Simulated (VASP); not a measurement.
# NaCdBr3 in VASP: notebook

NaCdBr3 is run at these levels: r2SCAN; tasks: single point.

All numbers are computed with VASP 6.6.1; they aren't measurements. Logs are shortened: lines on timing, memory, paths and dates and some standing lists are left out, and cuts for length are marked.

**1. The cell of the first run**

The structure is tetragonal, space group P4/mmm (No. 123). Conventional cell: a = 5.464 Å, b = 5.464 Å, c = 5.327 Å, α = 90.00°, β = 90.00°, γ = 90.00°. Within 5.0 Å of Na (site symmetry 4/mmm) lie 12 Br at 3.82 to 3.86 Å and 8 Cd at 4.69 Å. Cd (site symmetry 4/mmm) has 6 Br at 2.66 to 2.73 Å within 3.5 Å. Br (site symmetry mmm) has 2 Cd at 2.73 Å within 3.6 Å. Br (site symmetry 4/mmm) has 2 Cd at 2.66 Å within 3.5 Å.

**2. Single point, r2SCAN (uniaxial x strain -2.5%)**

POSCAR reads:

```
NaCdBr3
1.0
    5.3274702541      0.0000000000      0.0000000000
    0.0000000000      5.4640720555      0.0000000000
    0.0000000000      0.0000000000      5.4640720555
Na Cd Br
1 1 3
Direct
    0.0000000000      0.0000000000      0.0000000000
    0.5000000000      0.5000000000      0.5000000000
    0.5000000000      0.5000000000      0.0000000000
    0.5000000000      0.0000000000      0.5000000000
    0.0000000000      0.5000000000      0.5000000000
```

INCAR.step1 reads:

```
SYSTEM = NaCdBr3
PREC     = Accurate       ! precision mode
ENCUT    = 520            ! plane-wave cutoff, eV
ISMEAR   = 0              ! smearing method
SIGMA    = 0.01           ! smearing width, eV
LREAL    = .FALSE.        ! projectors in reciprocal space
LASPH    = .TRUE.         ! aspherical terms in the spheres
NELM     = 100            ! most SCF steps
NBANDS   = 28             ! bands
GGA      = PE             ! functional
ALGO     = Normal         ! electronic algorithm
EDIFF    = 1E-4           ! SCF threshold, eV
LWAVE    = .TRUE.         ! write WAVECAR
LCHARG   = .FALSE.        ! write CHGCAR
```

INCAR.step2 reads:

```
SYSTEM = NaCdBr3
PREC     = Accurate       ! precision mode
ENCUT    = 520            ! plane-wave cutoff, eV
EDIFF    = 1E-6           ! SCF threshold, eV
ISMEAR   = 0              ! smearing method
SIGMA    = 0.01           ! smearing width, eV
LREAL    = .FALSE.        ! projectors in reciprocal space
LASPH    = .TRUE.         ! aspherical terms in the spheres
NELM     = 100            ! most SCF steps
ALGO     = Normal         ! electronic algorithm
ISIF     = 2              ! what is computed and relaxed
LWAVE    = .FALSE.        ! write WAVECAR
LCHARG   = .FALSE.        ! write CHGCAR
METAGGA  = R2SCAN         ! meta-GGA
LMIXTAU  = .TRUE.       
NBANDS   = 28             ! bands
ISTART   = 1
```

KPOINTS reads:

```
Automatic mesh
0
G
  6 6 6
  0 0 0
```

Potentials or basis: VASP PAW PBE potentials, release 64 (Na_pv, Cd, Br).

On the command line:

```bash
$ cat potpaw_PBE.64/Na_pv/POTCAR potpaw_PBE.64/Cd/POTCAR potpaw_PBE.64/Br/POTCAR > POTCAR
$ cp INCAR.step1 INCAR
$ mpirun -np 1 vasp_std > vasp.out
$ cp INCAR.step2 INCAR
$ mpirun -np 1 vasp_std > vasp.out
```

OUTCAR:

```text
SYSTEM = NaCdBr3
   PREC = Accurate
   ENCUT = 520
   EDIFF = 1E-6
   ISMEAR = 0
   LREAL = .FALSE.
   LASPH = .TRUE.
   NELM = 100
   ISIF = 2
   METAGGA = R2SCAN
   ISTART = 1

 ion  position               nearest neighbor table
   1  0.000  0.000  0.000-
   2  0.500  0.500  0.500-   5 2.66   5 2.66   3 2.73   3 2.73   4 2.73   4 2.73
   3  0.500  0.500  0.000-   2 2.73   2 2.73
   4  0.500  0.000  0.500-   2 2.73   2 2.73
   5  0.000  0.500  0.500-   2 2.66   2 2.66

  LATTYP: Found a simple tetragonal cell.
 ALAT       =     5.4640720555
 C/A-ratio  =     0.9750000000

  Lattice vectors:

 A1 = (   0.0000000000,   5.4640720555,   0.0000000000)
 A2 = (   0.0000000000,   0.0000000000,   5.4640720555)
 A3 = (   5.3274702541,   0.0000000000,   0.0000000000)

Analysis of symmetry for initial positions (statically):
=====================================================================
 Subroutine PRICEL returns:
 Original cell was already a primitive cell.

 Routine SETGRP: Setting up the symmetry group for a
 simple tetragonal supercell.

 Subroutine GETGRP returns: Found 16 space group operations
 (whereof 16 operations were pure point group operations)
 out of a pool of 16 trial point group operations.

The static configuration has the point symmetry D_4h.

Analysis of symmetry for dynamics (positions and initial velocities):
=====================================================================
 Subroutine PRICEL returns:
 Original cell was already a primitive cell.

 Routine SETGRP: Setting up the symmetry group for a
 simple tetragonal supercell.

 Subroutine GETGRP returns: Found 16 space group operations
 (whereof 16 operations were pure point group operations)
 out of a pool of 16 trial point group operations.

The dynamic configuration has the point symmetry D_4h.

 Subroutine INISYM returns: Found 16 space group operations
 (whereof 16 operations are pure point group operations),
 and found     1 'primitive' translations

----------------------------------------------------------------------------------------

                                     Primitive cell

  volume of cell :     159.0574
[... 85 lines left out ...]
 SYSTEM =  NaCdBr3
   PREC   = accura    normal or accurate (medium, high low for compatibility)
   ISTART =      1    job   : 0-new  1-cont  2-samecut
   ICHARG =      0    charge: 1-file 2-atom 10-const
   ISPIN  =      1    spin polarized calculation?
   LNONCOLLINEAR =      F non collinear calculations
   LSORBIT =      F    spin-orbit coupling
   LASPH  =      T    aspherical Exc in radial PAW
   ENCUT  =  520.0 eV  38.22 Ry    6.18 a.u.   9.91 10.16 10.16*2*pi/ulx,y,z
   NELM   =    100;   NELMIN=  2; NELMDL=  0     # of ELM steps
   EDIFF  = 0.1E-05   stopping-criterion for ELM
   LREAL  =      F    real-space projection
   EDIFFG = 0.1E-04   stopping-criterion for IOM
   NSW    =      0    number of steps for IOM
   IBRION =     -1    ionic relax: 0-MD 1-quasi-New 2-CG
   NFREE  =      0    steps in history (QN), initial steepest desc. (CG)
   ISIF   =      2    stress and relaxation
   ISYM   =      2    0-nonsym 1-usesym 2-fastsym
   POTIM  = 0.5000    time-step for ionic-motion
   TEBEG  =    0.0;   TEEND  =   0.0 temperature during run
   PSTRESS=    0.0 pullay stress
   NELECT =      40.0000    total number of electrons
   NUPDOWN=      -1.0000    fix difference up-down
   EMIN   =  10.00;   EMAX   =-10.00  energy-range for DOS
   EFERMI =   0.00;   METHOD = LEGACY
   ISMEAR =     0;   SIGMA  =   0.01  broadening in eV -4-tet -1-fermi 0-gaus
   EFERMI_NEDOS =   21; number of points for ismear=-14 and -15
   IALGO  =     38    algorithm
   IMIX   =      4    mixing-type and parameters
     AMIX     =   0.40;   BMIX     =  1.00
     AMIX_MAG =   1.60;   BMIX_MAG =  1.00
  volume/ion in A,a.u.               =      31.81       214.67
  Fermi-wavevector in a.u.,A,eV,Ry     =   1.033341  1.952731 14.528206  1.067793
  Thomas-Fermi vector in A             =   2.167583
   LORBIT       =      0    0 simple, 1 ext, 2 COOP (PROOUT), +10 PAW based schemes
   METAGGA = R2SCAN    functional components
   LHFCALC =     F    Hartree Fock is set to
   AEXX    =    0.0000 exact exchange contribution
   IVDW    =     0    specifies the selected vdW correction
   LEPSILON=     F    determine dielectric tensor
   LRPA    =     F    only Hartree local field effects (RPA)
 non-spin polarized calculation
 Gauss-broadening in eV      SIGMA  =   0.01
  energy-cutoff  :      520.00
  volume of cell :      159.06
 maximum number of plane-waves:      4320
 NGX is ok and might be reduce to    40
   NGX = 19   NGY = 21   NGZ = 21

 number of electron      40.0000016 magnetization

 Free energy of the ion-electron system (eV)
  ---------------------------------------------------
  ext. energy  EPLUGINS =         0.00000000
  ---------------------------------------------------
  free energy    TOTEN  =       -69.20529921 eV

  energy without entropy =      -69.20529921  energy(sigma->0) =      -69.20529921

 E-fermi :  -0.6882     XC(G=0):  -8.1658

 val. band max:       -0.7922283811   @ k =   0.5000   0.5000   0.5000
 cond. band min:       0.6699299976   @ k =   0.0000   0.0000   0.0000
 fundamental gap:      1.4621583787
 Fermi energy:        -0.6881987966

 k-point     1 :       0.0000    0.0000    0.0000
  band No.  band energies     occupation
      1     -25.1840      2.00000
      2     -25.1840      2.00000
      3     -25.1832      2.00000
      4     -15.1095      2.00000
      5     -14.5411      2.00000
      6     -14.4665      2.00000
[... 733 lines left out ...]
     27       7.6091      0.00000
     28       8.2292      0.00000

 [... further k-points ...]
[... 5 lines left out ...]
  --------------------------------------------------------------------------------------
  -------------------------------------------------------------------------------------
  Total        1.6867323      0.6171185      0.6171185      0.0000000      0.0000000      0.0000000
  in kB       16.9903716      6.2162047      6.2162047      0.0000000      0.0000000      0.0000000
  external PRESSURE =       9.8075937 kB  Pullay stress =       0.0000000 kB

 VOLUME and BASIS-vectors are now :
 -----------------------------------------------------------------------------
  energy-cutoff  :      520.00
  volume of cell :      159.06
      direct lattice vectors                 reciprocal lattice vectors
     5.327470254  0.000000000  0.000000000     0.187706351  0.000000000  0.000000000
     0.000000000  5.464072055  0.000000000     0.000000000  0.183013692  0.000000000
     0.000000000  0.000000000  5.464072055     0.000000000  0.000000000  0.183013692

 POSITION                                       TOTAL-FORCE (eV/Angst)
 -----------------------------------------------------------------------------------
      0.00000      0.00000      0.00000         0.000000      0.000000      0.000000
      2.66374      2.73204      2.73204         0.000000      0.000000      0.000000
      2.66374      2.73204      0.00000         0.000000      0.000000      0.000000
      2.66374      0.00000      2.73204         0.000000      0.000000      0.000000
      0.00000      2.73204      2.73204         0.000000      0.000000      0.000000
 -----------------------------------------------------------------------------------
    total drift:                               -0.000000      0.000000     -0.000000

  FREE ENERGIE OF THE ION-ELECTRON SYSTEM (eV)
  ---------------------------------------------------
  free  energy   TOTEN  =       -69.2052992080 eV

  energy  without entropy=      -69.2052992080  energy(sigma->0) =      -69.20529921
```

OUTCAR.step1:

```text
SYSTEM = NaCdBr3
   PREC = Accurate
   ENCUT = 520
   ISMEAR = 0
   LREAL = .FALSE.
   LASPH = .TRUE.
   NELM = 100
[... 977 lines left out ...]
      2.66374      2.73204      0.00000         0.000000      0.000000      0.000000
      2.66374      0.00000      2.73204         0.000000      0.000000      0.000000
      0.00000      2.73204      2.73204         0.000000      0.000000      0.000000
 -----------------------------------------------------------------------------------
    total drift:                               -0.000000      0.000000     -0.000000

  FREE ENERGIE OF THE ION-ELECTRON SYSTEM (eV)
  ---------------------------------------------------
  free  energy   TOTEN  =       -11.7807497382 eV

  energy  without entropy=      -11.7807497382  energy(sigma->0) =      -11.78074974
```

Run time: 11 min. Hardware: 1 thread of Intel Xeon 8259CL, shared host; peak memory 0.39 GiB.

What came out:

```yaml
Free_energy: -69.2053 eV
Pressure: 1.0 GPa
Band_gap_on_the_k_mesh: 1.46 eV (least direct gap 2.15 eV)
```

Caveat: the cell differs from its parent crystal (uniaxial x strain -2.5%); the PAW data sets were made with another functional, which shifts forces and pressure a little. A k mesh can miss the band edges.

**3. Single point, r2SCAN (shear xy strain +1.5%)**

POSCAR, as its differences from that of step 2:

```diff
@@ -2,4 +2,4 @@
 1.0
-    5.3274702541      0.0000000000      0.0000000000
-    0.0000000000      5.4640720555      0.0000000000
+    5.4640720555      0.0409805404      0.0000000000
+    0.0409805404      5.4640720555      0.0000000000
     0.0000000000      0.0000000000      5.4640720555
```

INCAR.step1 reads:

```
SYSTEM = NaCdBr3
PREC = Accurate
ENCUT = 520
ISMEAR = 0
SIGMA = 0.01
LREAL = .FALSE.
LASPH = .TRUE.
NELM = 80
NBANDS = 28
GGA = PE
ALGO = Normal
EDIFF = 1E-4
LWAVE = .TRUE.
LCHARG = .FALSE.
```

INCAR.step2 reads:

```
SYSTEM = NaCdBr3
PREC = Accurate
ENCUT = 520
EDIFF = 1E-6
ISMEAR = 0
SIGMA = 0.01
LREAL = .FALSE.
LASPH = .TRUE.
NELM = 80
ALGO = Normal
ISIF = 2
LWAVE = .FALSE.
LCHARG = .FALSE.
METAGGA = R2SCAN
LMIXTAU = .TRUE.
NBANDS = 28
ISTART = 1
```

KPOINTS reads:

```
regular mesh
0
G
  6 6 6
  0 0 0
```

Potentials or basis: VASP PAW PBE potentials, release 64 (Na_pv, Cd, Br).

On the command line:

```bash
$ cat potpaw_PBE.64/Na_pv/POTCAR potpaw_PBE.64/Cd/POTCAR potpaw_PBE.64/Br/POTCAR > POTCAR
$ cp INCAR.step1 INCAR
$ mpirun -np 1 vasp_std > vasp.out
$ cp INCAR.step2 INCAR
$ mpirun -np 1 vasp_std > vasp.out
```

Run time: 10 min. Hardware: 1 thread of Intel Xeon Platinum 8488C (Sapphire Rapids), shared host; peak memory 0.43 GiB.

It converged, with:

```
Free energy            : -69.2267 eV
Pressure               : 0.1 GPa
Band gap on the k mesh : 1.47 eV (least direct gap 2.02 eV)
```

Stress tensor (GPa, compression positive):
```
 0.15 -0.12  0.00
-0.12  0.15  0.00
 0.00  0.00  0.15
```

Levels at points of the mesh, in eV from the valence-band top:
| k point | band 17 | band 18 | band 19 | band 20 | band 21 | band 22 | band 23 | band 24 |
| --- | --- | --- | --- | --- | --- | --- | --- | --- |
| (0.00, 0.00, 0.00) | -0.75 | -0.61 | -0.59 | -0.55 | 1.47 | 3.88 | 7.60 | 7.61 |
| (0.50, 0.00, 0.00) | -1.00 | -0.94 | -0.65 | -0.65 | 4.32 | 5.61 | 6.11 | 8.19 |
| (0.50, 0.50, 0.00) | -0.99 | -0.97 | -0.09 | -0.01 | 5.90 | 6.18 | 7.00 | 7.08 |
| (0.00, 0.00, 0.50) | -0.99 | -0.93 | -0.70 | -0.59 | 4.32 | 5.61 | 6.11 | 8.19 |
| (0.50, 0.00, 0.50) | -0.98 | -0.98 | -0.07 | -0.03 | 5.91 | 6.18 | 7.04 | 7.04 |
| (0.50, 0.50, 0.50) | -0.07 | -0.06 | -0.02 | 0.00 | 4.66 | 6.14 | 6.18 | 6.22 |

Caveat: the cell differs from its parent crystal (shear xy strain +1.5%); the PAW data sets were made with another functional, which shifts forces and pressure a little. A k mesh can miss the band edges.
